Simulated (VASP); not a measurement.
Crystal: NaTi2B6.

```
Na Ti B
1.0
     0.00000    3.46174    3.46174
     3.46174    0.00000    3.46174
     3.46174    3.46174    0.00000
Na Ti B
1 2 6
Direct
  0.00000 0.00000 0.00000
  0.25000 0.25000 0.25000
  0.75000 0.75000 0.75000
  0.76504 0.23496 0.23496
  0.23496 0.76504 0.76504
  0.23496 0.76504 0.23496
  0.76504 0.23496 0.76504
  0.23496 0.23496 0.76504
  0.76504 0.76504 0.23496
```

The cell was generated, and may not be a known phase.

* Program: VASP 6.6.1
* Task: relaxation of cell and atoms
* Functional: PBE
* Potentials or basis: VASP PAW PBE potentials, release 64 (Na_pv, Ti_sv, B)
* Cutoff: 600 eV
* k mesh: 4 × 4 × 4
* Occupations: gaussian, width 0.1 eV
* Spin: no spin polarisation

At the start: pressure 38.8 GPa; volume 9.22 Å³/atom.

Problem. Where does the relaxation end?

Solution. Over 13 steps the energy falls by 2461.0 meV/atom and the volume is 9.68 Å³/atom (+5.0 %); space group Fm-3m (No. 225, to 0.1 Å) before and after.

The path:
```
step  energy change (eV)  largest force (eV/Å)  pressure (GPa)  volume (Å³)
   1              0.0000               10.3907           38.82        82.97
   2            -17.5025                3.3959          -28.60       112.78
   3            -17.8935                2.9464          -29.19       116.40
   4            -18.1324                1.7201          -27.23       123.87
   5            -18.1314                2.3197          -28.59       120.48
   6            -15.0676               13.9979           39.21        89.67
   7            -20.8504                1.3915          -12.92       104.61
   8            -20.8536                1.5252          -12.35       104.31
   9            -22.0062                0.3689           -6.42        92.23
  10            -22.1435                0.2471           -1.48        87.36
  11            -22.1429                0.2028           -1.86        87.68
  12            -22.1377                0.3810            1.91        86.32
  13            -22.1491                0.0390           -0.29        87.09
```

Final structure:
```cif
data_structure
_symmetry_space_group_name_H-M 'P 1'
_symmetry_Int_Tables_number 1
_cell_length_a 4.9755
_cell_length_b 4.9755
_cell_length_c 4.9755
_cell_angle_alpha 60.000
_cell_angle_beta 60.000
_cell_angle_gamma 60.000
_cell_volume 87.09
loop_
_atom_site_label
_atom_site_type_symbol
_atom_site_fract_x
_atom_site_fract_y
_atom_site_fract_z
_atom_site_occupancy
Na1 Na 0.00000 0.00000 0.00000 1
Ti1 Ti 0.25000 0.25000 0.25000 1
Ti2 Ti 0.75000 0.75000 0.75000 1
B1 B 0.67651 0.32349 0.32349 1
B2 B 0.32349 0.67651 0.67651 1
B3 B 0.32349 0.67651 0.32349 1
B4 B 0.67651 0.32349 0.67651 1
B5 B 0.32349 0.32349 0.67651 1
B6 B 0.67651 0.67651 0.32349 1
```

Caveat: the k points lie up to 0.39 Å⁻¹ apart in the final cell, too coarse for converged energies and pressures of a metal.
